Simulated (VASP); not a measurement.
**Al: single point with PBE**

Al:

```xyz
2
Lattice="-1.6175 1.6175 1.6175 1.6175 -1.6175 1.6175 3.2350 3.2350 0.0000" Properties=species:S:1:pos:R:3 pbc="T T T"
Al   -0.1896    0.1896    0.0000
Al    1.8072    1.4279    1.6175
```

This cell differs from its parent crystal: atoms displaced along a vibrational mode.

```
Program                : VASP 6.6.1
Task                   : single point
Functional             : PBE
Potentials or basis    : VASP PAW PBE potentials, release 64 (Al)
Cutoff                 : 520 eV
k mesh                 : 20 × 20 × 12
Occupations            : gaussian, width 0.15 eV
Spin                   : no spin polarisation
Dipole correction      : no
Further INCAR settings : ALGO = Fast; EDIFF = 1e-06; NBANDS = 10
```

| Quantity | Value |
| --- | --- |
| Pressure | 0.0 GPa |
| Largest force | 0.078 eV/Å |
| Band gap on the k mesh | zero (bands 3 and 4 overlap by 8.78 eV) |

Forces in eV/Å, atoms in the order of the input:
```
Al  -0.055  0.055  0.000
Al   0.055 -0.055  0.000
```

Stress tensor (GPa, compression positive):
```
 0.76 -1.10  0.00
-1.10  0.76  0.00
 0.00  0.00 -1.50
```

Levels at points of the mesh, in eV from the Fermi level:
```csv
k point,band 1,band 2,band 3,band 4,band 5,band 6,band 7
"(0.00, 0.00, 0.00)",-10.93,-4.21,-3.80,8.03,8.22,9.61,10.89
"(0.50, 0.00, 0.00)",-5.92,-5.52,0.29,1.18,1.19,1.40,7.19
"(0.50, 0.50, 0.00)",-4.20,-3.88,1.87,2.02,2.24,2.70,3.06
"(0.00, 0.00, 0.50)",-9.17,-9.17,4.24,4.24,9.32,9.32,10.06
"(0.50, 0.00, 0.50)",-4.28,-4.28,-3.74,-3.74,8.20,8.20,8.37
"(0.50, 0.50, 0.50)",-2.80,-2.80,-1.84,-1.84,3.43,3.43,5.37
```

Wall time 90 s on 1 thread of Intel(R) Xeon(R) Platinum 8559C (Emerald Rapids) (shared host), peak memory 0.31 GiB.

Caveat: the cell differs from its parent crystal (atoms displaced along a vibrational mode).
